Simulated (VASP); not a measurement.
# LiGeH3 (Pm-3m) in VASP: notebook, part 3 of 3

VASP 6.6.1. The steps go on from the part before.

## 4. Relaxation of cell and atoms, PBE

Input file INCAR:

```
PREC = Accurate
ENCUT = 600
EDIFF = 1E-7
ISMEAR = 0
SIGMA = 0.1
LREAL = F
LASPH = T
NELM = 100
ALGO = Normal
ISIF = 3
LWAVE = F
LCHARG = F
GGA = PE
IBRION = 2
NSW = 100
EDIFFG = -0.01
```

Input file KPOINTS:

```
regular mesh
0
Gamma
  10 10 10
```

Input file POSCAR:

```
LiGeH3
1.0
    3.4913503023      0.0000000000      0.0000000000
    0.0000000000      3.4913503023      0.0000000000
    0.0000000000      0.0000000000      3.4913503023
Li Ge H
1 1 3
Direct
    0.5000000000      0.5000000000      0.5000000000
    0.0000000000      0.0000000000      0.0000000000
    0.0000000000      0.5000000000      0.5000000000
    0.5000000000      0.5000000000      0.0000000000
    0.5000000000      0.0000000000      0.5000000000
```

Potentials or basis: VASP PAW PBE potentials, release 64 (Li_sv, Ge_d, H).

Command:

```console
cat potpaw_PBE.64/Li_sv/POTCAR potpaw_PBE.64/Ge_d/POTCAR potpaw_PBE.64/H/POTCAR > POTCAR
mpirun -np 1 vasp_std > vasp.out
```

OUTCAR:

```text
PREC = Accurate
   ENCUT = 600
   EDIFF = 1E-7
   ISMEAR = 0
   LREAL = F
   LASPH = T
   NELM = 100
   ISIF = 3
   GGA = PE
   IBRION = 2
   NSW = 100
   EDIFFG = -0.01

 ion  position               nearest neighbor table
   1  0.500  0.500  0.500-   3 1.75   4 1.75   5 1.75   4 1.75   5 1.75   3 1.75
   2  0.000  0.000  0.000-
   3  0.000  0.500  0.500-   1 1.75   1 1.75
   4  0.500  0.500  0.000-   1 1.75   1 1.75
   5  0.500  0.000  0.500-   1 1.75   1 1.75

  LATTYP: Found a simple cubic cell.
 ALAT       =     3.4913503023

  Lattice vectors:

 A1 = (   3.4913503023,   0.0000000000,   0.0000000000)
 A2 = (   0.0000000000,   3.4913503023,   0.0000000000)
 A3 = (   0.0000000000,   0.0000000000,   3.4913503023)

Analysis of symmetry for initial positions (statically):
=====================================================================
 Subroutine PRICEL returns:
 Original cell was already a primitive cell.

 Routine SETGRP: Setting up the symmetry group for a
 simple cubic supercell.

 Subroutine GETGRP returns: Found 48 space group operations
 (whereof 48 operations were pure point group operations)
 out of a pool of 48 trial point group operations.

The static configuration has the point symmetry O_h .

Analysis of symmetry for dynamics (positions and initial velocities):
=====================================================================
 Subroutine PRICEL returns:
 Original cell was already a primitive cell.

 Routine SETGRP: Setting up the symmetry group for a
 simple cubic supercell.

 Subroutine GETGRP returns: Found 48 space group operations
 (whereof 48 operations were pure point group operations)
 out of a pool of 48 trial point group operations.

The dynamic configuration has the point symmetry O_h .

 Subroutine INISYM returns: Found 48 space group operations
 (whereof 48 operations are pure point group operations),
 and found     1 'primitive' translations

----------------------------------------------------------------------------------------

                                     Primitive cell

  volume of cell :      42.5579

  direct lattice vectors                    reciprocal lattice vectors
     3.491350302  0.000000000  0.000000000     0.286422133  0.000000000  0.000000000
     0.000000000  3.491350302  0.000000000     0.000000000  0.286422133  0.000000000
     0.000000000  0.000000000  3.491350302     0.000000000  0.000000000  0.286422133

  length of vectors
     3.491350302  3.491350302  3.491350302     0.286422133  0.286422133  0.286422133

  position of ions in fractional coordinates (direct lattice)
     0.500000000  0.500000000  0.500000000
     0.000000000  0.000000000  0.000000000
     0.000000000  0.500000000  0.500000000
     0.500000000  0.500000000  0.000000000
     0.500000000  0.000000000  0.500000000

  ion indices of the primitive-cell ions
   primitive index   ion index
                 1           1
                 2           2
                 3           3
                 4           4
                 5           5

[... 58 lines left out ...]
   ions per type =               1   1   3
   NGX,Y,Z   is equivalent  to a cutoff of  13.33, 13.33, 13.33 a.u.
   NGXF,Y,Z  is equivalent  to a cutoff of  26.67, 26.67, 26.67 a.u.
 SYSTEM =  unknown system
   PREC   = accura    normal or accurate (medium, high low for compatibility)
   ISTART =      0    job   : 0-new  1-cont  2-samecut
   ICHARG =      2    charge: 1-file 2-atom 10-const
   ISPIN  =      1    spin polarized calculation?
   LNONCOLLINEAR =      F non collinear calculations
   LSORBIT =      F    spin-orbit coupling
   LASPH  =      T    aspherical Exc in radial PAW
   ENCUT  =  600.0 eV  44.10 Ry    6.64 a.u.   6.97  6.97  6.97*2*pi/ulx,y,z
   NELM   =    100;   NELMIN=  2; NELMDL= -5     # of ELM steps
   EDIFF  = 0.1E-06   stopping-criterion for ELM
   LREAL  =      F    real-space projection
   EDIFFG = -.1E-01   stopping-criterion for IOM
   NSW    =    100    number of steps for IOM
   IBRION =      2    ionic relax: 0-MD 1-quasi-New 2-CG
   NFREE  =      1    steps in history (QN), initial steepest desc. (CG)
   ISIF   =      3    stress and relaxation
   ISYM   =      2    0-nonsym 1-usesym 2-fastsym
   POTIM  = 0.5000    time-step for ionic-motion
   TEBEG  =    0.0;   TEEND  =   0.0 temperature during run
   PSTRESS=    0.0 pullay stress
   NELECT =      20.0000    total number of electrons
   NUPDOWN=      -1.0000    fix difference up-down
   EMIN   =  10.00;   EMAX   =-10.00  energy-range for DOS
   EFERMI =   0.00;   METHOD = LEGACY
   ISMEAR =     0;   SIGMA  =   0.10  broadening in eV -4-tet -1-fermi 0-gaus
   EFERMI_NEDOS =   21; number of points for ismear=-14 and -15
   IALGO  =     38    algorithm
   IMIX   =      4    mixing-type and parameters
     AMIX     =   0.40;   BMIX     =  1.00
     AMIX_MAG =   1.60;   BMIX_MAG =  1.00
  volume/ion in A,a.u.               =       8.51        57.44
  Fermi-wavevector in a.u.,A,eV,Ry     =   1.272794  2.405232 22.041495  1.620004
  Thomas-Fermi vector in A             =   2.405653
   LORBIT       =      0    0 simple, 1 ext, 2 COOP (PROOUT), +10 PAW based schemes
   GGA     = PE    functional components
   LHFCALC =     F    Hartree Fock is set to
   AEXX    =    0.0000 exact exchange contribution
   IVDW    =     0    specifies the selected vdW correction
   LEPSILON=     F    determine dielectric tensor
   LRPA    =     F    only Hartree local field effects (RPA)
 conjugate gradient relaxation of ions
 non-spin polarized calculation
 Gauss-broadening in eV      SIGMA  =   0.10
  energy-cutoff  :      600.00
  volume of cell :       42.56
 maximum number of plane-waves:      1452
 NGX is ok and might be reduce to    28
   NGX = 13   NGY = 13   NGZ = 13

 number of electron      19.9999998 magnetization

 Free energy of the ion-electron system (eV)
  ---------------------------------------------------
  ext. energy  EPLUGINS =         0.00000000
  ---------------------------------------------------
  free energy    TOTEN  =       -14.57175408 eV

  energy without entropy =      -14.56426238  energy(sigma->0) =      -14.56800823

 E-fermi :   3.1403     XC(G=0): -10.0678

 val. band max:        3.1370350685   @ k =   0.5000   0.4000   0.4000
 cond. band min:       3.1495405965   @ k =   0.3000   0.1000   0.0000
 fundamental gap:      0.0125055280
 Fermi energy:         3.1402520178

 k-point     1 :       0.0000    0.0000    0.0000
  band No.  band energies     occupation
      1     -41.2907      2.00000
      2     -21.7764      2.00000
      3     -21.7764      2.00000
      4     -21.7542      2.00000
      5     -21.7542      2.00000
      6     -21.7542      2.00000
      7      -7.7576      2.00000
      8       2.8047      2.00000
      9       2.8047      2.00000
     10       3.4740      0.00000
     11       4.5881      0.00000
     12       4.5881      0.00000
     13       4.5881      0.00000
     14      14.4154      0.00000
[... 377 lines left out ...]
      1     -41.2887      2.00000
      2     -21.7727      2.00000
      3     -21.7625      2.00000
      4     -21.7587      2.00000
      5     -21.7587      2.00000
      6     -21.7550      2.00000
      7      -6.6690      2.00000
      8      -1.4584      2.00000
      9       2.1297      2.00000
     10       2.3362      2.00000
     11       5.8599      0.00000
     12       6.6257      0.00000
     13       8.7195      0.00000
     14      10.9897      0.00000

 [... further k-points ...]

------------------------ aborting loop because EDIFF is reached ----------------------------------------

  FORCE on cell =-STRESS in cart. coord.  units (eV):
  Direction    XX          YY          ZZ          XY          YZ          ZX
  --------------------------------------------------------------------------------------
  -------------------------------------------------------------------------------------
  Total       -0.0266381     -0.0266381     -0.0266381      0.0000000     -0.0000000      0.0000000
  in kB       -1.0028436     -1.0028436     -1.0028436      0.0000000     -0.0000000      0.0000000
  external PRESSURE =      -1.0028436 kB  Pullay stress =       0.0000000 kB

 VOLUME and BASIS-vectors are now :
 -----------------------------------------------------------------------------
  energy-cutoff  :      600.00
  volume of cell :       42.56
      direct lattice vectors                 reciprocal lattice vectors
     3.491350302  0.000000000  0.000000000     0.286422133  0.000000000  0.000000000
     0.000000000  3.491350302  0.000000000     0.000000000  0.286422133  0.000000000
     0.000000000  0.000000000  3.491350302     0.000000000  0.000000000  0.286422133

 POSITION                                       TOTAL-FORCE (eV/Angst)
 -----------------------------------------------------------------------------------
      1.74568      1.74568      1.74568         0.000000      0.000000      0.000000
      0.00000      0.00000      0.00000         0.000000      0.000000      0.000000
      0.00000      1.74568      1.74568         0.000000      0.000000      0.000000
      1.74568      1.74568      0.00000         0.000000      0.000000      0.000000
      1.74568      0.00000      1.74568         0.000000      0.000000      0.000000
 -----------------------------------------------------------------------------------
    total drift:                               -0.000000      0.000000      0.000000

  FREE ENERGIE OF THE ION-ELECTRON SYSTEM (eV)
  ---------------------------------------------------
  free  energy   TOTEN  =       -14.5717540847 eV

  energy  without entropy=      -14.5642623802  energy(sigma->0) =      -14.56800823

 reached required accuracy - stopping structural energy minimisation
```

OSZICAR:

```text
N       E                     dE             d eps       ncg     rms          rms(c)
DAV:   1     0.978737197793E+02    0.97874E+02   -0.11685E+04  1634   0.316E+03
DAV:   2    -0.295888183274E+01   -0.10083E+03   -0.98668E+02  1688   0.508E+02
DAV:   3    -0.147574116720E+02   -0.11799E+02   -0.11686E+02  2276   0.108E+02
DAV:   4    -0.160388925886E+02   -0.12815E+01   -0.12778E+01  2406   0.248E+01
DAV:   5    -0.160547641159E+02   -0.15872E-01   -0.15871E-01  2100   0.288E+00    0.562E+00
DAV:   6    -0.147454356210E+02    0.13093E+01   -0.15241E+00  2252   0.123E+01    0.218E+00
DAV:   7    -0.145800109155E+02    0.16542E+00   -0.10264E+00  1810   0.532E+00    0.729E-01
DAV:   8    -0.145740416833E+02    0.59692E-02   -0.16823E-01  1902   0.413E+00    0.336E-01
DAV:   9    -0.145728421739E+02    0.11995E-02   -0.67173E-03  1830   0.101E+00    0.168E-01
DAV:  10    -0.145717026664E+02    0.11395E-02   -0.61254E-03  2084   0.804E-01    0.634E-02
DAV:  11    -0.145717500226E+02   -0.47356E-04   -0.64188E-04  1706   0.163E-01    0.309E-02
DAV:  12    -0.145717510092E+02   -0.98660E-06   -0.18155E-05  2104   0.501E-02    0.163E-02
DAV:  13    -0.145717541095E+02   -0.31003E-05   -0.79387E-06  2014   0.452E-02    0.384E-03
DAV:  14    -0.145717540847E+02    0.24753E-07   -0.53422E-07  1792   0.669E-03
   1 F= -.14571754E+02 E0= -.14568008E+02  d E =-.145718E+02
```

Run time: 54 s. Hardware: 1 thread of Intel Xeon 8259CL, shared host; peak memory 0.19 GiB.

What came out:

| Property | Result |
| --- | --- |
| Free energy | -14.5718 eV |
| Pressure after relaxing | -0.1 GPa |
| Band gap on the k mesh | zero (bands 10 and 11 overlap by 1.49 eV) |

Final structure:
```
Li Ge H
1.0
     3.49135    0.00000    0.00000
     0.00000    3.49135    0.00000
     0.00000    0.00000    3.49135
Li Ge H
1 1 3
Cartesian
  1.7457 1.7457 1.7457
  0.0000 0.0000 0.0000
  0.0000 1.7457 1.7457
  1.7457 1.7457 0.0000
  1.7457 0.0000 1.7457
```

Levels at points of the mesh, in eV from the Fermi level:
```csv
k point,band 6,band 7,band 8,band 9,band 10,band 11,band 12,band 13,band 14
"(0.00, 0.00, 0.00)",-24.89,-10.90,-0.34,-0.34,0.33,1.45,1.45,1.45,11.28
"(0.50, 0.00, 0.00)",-24.89,-9.14,-6.53,0.05,0.40,3.09,3.09,6.56,6.66
"(0.50, 0.50, 0.00)",-24.89,-7.11,-5.11,-5.11,-2.82,4.27,4.38,4.38,9.05
"(0.50, 0.50, 0.50)",-24.89,-5.78,-2.98,-2.98,-2.98,-1.09,-1.09,-1.09,6.68
```

Caveat: the cutoff is under 1.25 times the usual one of these potentials, so pressure, stress and relaxed cells hold a basis-set (Pulay) error; the relaxation stopped at its first step, so nothing moved.

## 5. Summary

| task | cell | k mesh | cutoff (eV) | gap on the mesh (eV) | pressure (GPa) |
| --- | --- | --- | --- | --- | --- |
| single point | a = 3.490 Å, 5 atoms | 10 × 10 × 10 | 520 | none | - |
| relaxation of cell and atoms | relaxed from a = 3.533 Å, 5 atoms | 6 × 6 × 6 | 600 | none | 0.0 |
| relaxation of cell and atoms | relaxed from a = 3.491 Å, 5 atoms | 10 × 10 × 10 | 600 | none | -0.1 |

Alike in all rows: level PBE; potentials or basis VASP PAW PBE potentials, release 64 (Li_sv, Ge_d, H); no spin polarisation; smearing gaussian 0.1 eV.

Caveats: the cutoff is under 1.25 times the usual one of these potentials, so pressure, stress and relaxed cells hold a basis-set (Pulay) error; the relaxation stopped at its first step, so nothing moved (at least some runs).

Total energies depend on the potentials used, so only differences within one code and one set of settings carry meaning.
